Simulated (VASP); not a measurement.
A run of VASP 6.6.1 is set up as follows.

File INCAR:

```
SYSTEM = BN
PREC = Accurate
ENCUT = 520
EDIFF = 1E-6
ISMEAR = 0
SIGMA = 0.05
LREAL = .False.
LASPH = .True.
NELM = 100
ALGO = Normal
ISIF = 2
LWAVE = .False.
LCHARG = .True.
GGA = PE
IVDW = 12
LELF = .True.
LVHAR = .True.
NBANDS = 16
```

KPOINTS

```
Automatic mesh
0
Gamma
  12 12 4
  0 0 0
```

POSCAR

```
BN
1.0
    2.5099983704      0.0000000000      0.0000000000
   -1.2549991852      2.1737223522      0.0000000000
    0.0000000000      0.0000000000      6.6900000000
B N
2 2
Direct
    0.0000000000      0.0000000000      0.5000000000
    0.3333333333      0.6666666667      0.0000000000
    0.0777638503      0.0569270894      0.0000000000
    0.7444305170      0.3902604227      0.5000000000
```

Potentials or basis: VASP PAW PBE potentials, release 64 (B, N).

The run is started by

```sh
$ cat potpaw_PBE.64/B/POTCAR potpaw_PBE.64/N/POTCAR > POTCAR
$ mpirun -np 1 vasp_std > vasp.out
```

Estimate the dispersion energy per atom.

-0.139 eV.

Estimate the band gap on the k mesh.

2.96 eV, indirect (least direct gap 4.00 eV).

Forces in eV/Å, atoms in the order of the input:
```
B    3.091  5.096  0.000
B    3.090  5.107  0.000
N   -3.097 -5.113  0.000
N   -3.084 -5.090  0.000
```

Caveat: the cell differs from its parent crystal (all N atoms moved +0.175 Å, as atom 3 along Cartesian [1 1 0]); forces of over 1 eV/Å act on the atoms, so gaps and moduli don't describe the material at rest. A k mesh can miss the band edges.
